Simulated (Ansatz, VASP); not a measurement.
## Two plane-wave programs on FeO

Contents of INCAR:

```
ALGO     = Normal         # electronic algorithm
EDIFF    = 1E-7           # SCF threshold, eV
ENCUT    = 520            # plane-wave cutoff, eV
GGA      = PE             # functional
ISIF     = 2              # what is computed and relaxed
ISMEAR   = 0              # smearing method
ISPIN    = 2              # spin polarisation
LASPH    = True           # aspherical terms in the spheres
LCHARG   = False          # write CHGCAR
LDAU     = True           # DFT+U
LDAUJ    = 0 0          
LDAUL    = 2 -1           # shell
LDAUPRINT= 1            
LDAUTYPE = 2            
LDAUU    = 4 0            # U, eV
LMAXMIX  = 4              # l up to which the mixer works
LORBIT   = 11             # projections on sites
LREAL    = False          # projectors in reciprocal space
LWAVE    = False          # write WAVECAR
MAGMOM   = 4 4 0 0        # initial moments
NBANDS   = 26             # bands
NELM     = 150            # most SCF steps
PREC     = Accurate       # precision mode
SIGMA    = 0.05           # smearing width, eV
```

Contents of KPOINTS:

```
k-points
0
Gamma
  5 5 3
```

POSCAR

```
FeO
1.0
    0.0000000000      2.2025485818     -2.2025485818
    0.0000000000      2.2025485818      2.2025485818
    4.4050971636      0.0000000000      0.0000000000
Fe O
2 2
Direct
    0.0000000000      0.0000000000      0.0000000000
    0.5000000000      0.5000000000      0.5000000000
    0.0000000000      1.0000000000      0.5000000000
    0.5000000000      1.5000000000      1.0000000000
```

Input for Ansatz:

```yaml
crystal:
  lattice:
    - [0.0, 2.2025485817, -2.2025485817]
    - [0.0, 2.2025485817, 2.2025485817]
    - [4.4050971634, 0.0, 0.0]
  atoms:
    - { symbol: Fe, position: [0.0, 0.0, 0.0], spin: 4.0 }
    - { symbol: O, position: [0.0, 1.0, 0.5] }
    - { symbol: Fe, position: [0.5, 0.5, 0.5], spin: 4.0 }
    - { symbol: O, position: [0.5, 1.5, 1.0] }
basis:
  ecutwfc: 420
  ecutrho_ratio: 4
kpoints:
  mp_grid: { grid: [5, 5, 3] }
hamiltonian:
  xc: pbe
  hubbard: { sites: [{ species: Fe, l: d, u_eff: 4.0 }] }
scf:
  occupations: { method: gaussian, width: 0.05 }
output:
  forces: true
  stress: true
  eigenvalues: true
  populations: true
  hubbard: { sites: [{ species: Fe, l: d }] }
magnetization:
  spin_polarized: true
```

Alike in both runs: task single point; functional PBE; k mesh 5 × 5 × 3; occupations gaussian, width 0.05 eV; collinear spin; Hubbard terms Fe d U = 4.0 eV.

```csv
,VASP,Ansatz
version,VASP 6.6.1,Ansatz 0.2.0
potentials or method,"VASP PAW PBE potentials, release 64 (Fe, O), cutoff 520 eV","scalar-relativistic, plane waves, PAW"
valence electrons in the cell,28,44
```

Ansatz gave:

| Quantity | Value |
| --- | --- |
| pressure (GPa) | 0.1 |
| net moment per atom (μB) | 2.00 |
| size of the moment on the site where the two differ most (μB) | 3.52 |

Problem. What did VASP give for the same quantities?

Solution. Pressure (GPa): -10.2; net moment per atom (μB): 2.01; size of the moment on the site where the two differ most (μB): 3.82.

Site moments also hang on the region over which each program counts them. The programs project onto different local orbitals, so the same U acts differently, and such runs can settle in different states. VASP's potentials hold 28 valence electrons a cell and Ansatz's 44, so a difference there can come from the potentials and not from the codes. Ansatz's warnings: stability check not made.

The k mesh is coarse, so the values compare programs but aren't converged.
